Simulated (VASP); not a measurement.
Here is a VASP 6.6.1 calculation.

Contents of INCAR:

```
  ALGO = Normal
  EDIFF = 1E-7
  ENCUT = 520
  GGA = PS
  ISIF = 2
  ISMEAR = 0
  LASPH = True
  LCHARG = False
  LREAL = False
  LWAVE = False
  NBANDS = 49
  NELM = 100
  PREC = Accurate
  SIGMA = 0.05
```

Contents of KPOINTS:

```
k-points
0
Gamma
  12 12 1
```

File POSCAR:

```
WSe2
1.0
    3.2709028869      0.0000000000      0.0000000000
   -1.6354514434      2.8326849934      0.0000000000
    0.0000000000      0.0000000000     29.1847510368
W Se
3 6
Direct
    0.6666666667      0.3333333333      0.0000000000
    0.3333333333      0.6666666667      0.7734741613
    0.3333333333      0.6666666667      0.2265258387
    0.3333333333      0.6666666667      0.0594248357
    0.6666666667      0.3333333333      0.8299443493
    0.6666666667      0.3333333333      0.2829522294
    0.3333333333      0.6666666667      0.9405751643
    0.6666666667      0.3333333333      0.7170477706
    0.6666666667      0.3333333333      0.1700556507
```

Potentials or basis: VASP PAW PBE potentials, release 64 (W_sv, Se).

Command:

```bash
$ cat potpaw_PBE.64/W_sv/POTCAR potpaw_PBE.64/Se/POTCAR > POTCAR
$ mpirun -np 1 vasp_std > vasp.out
```

(1) Predict the largest force.

(2) What does it give for the band gap on the k mesh?

Results:

(1) 0.931 eV/Å.

(2) 1.23 eV (least direct gap 1.47 eV).

Caveat: the cell differs from its parent crystal (atoms displaced along a vibrational mode); there is no dipole correction, which matters where the two faces differ; the PAW data sets were made with another functional, which shifts forces and pressure a little; spin-orbit coupling is left out, which moves the levels of the heavy elements.
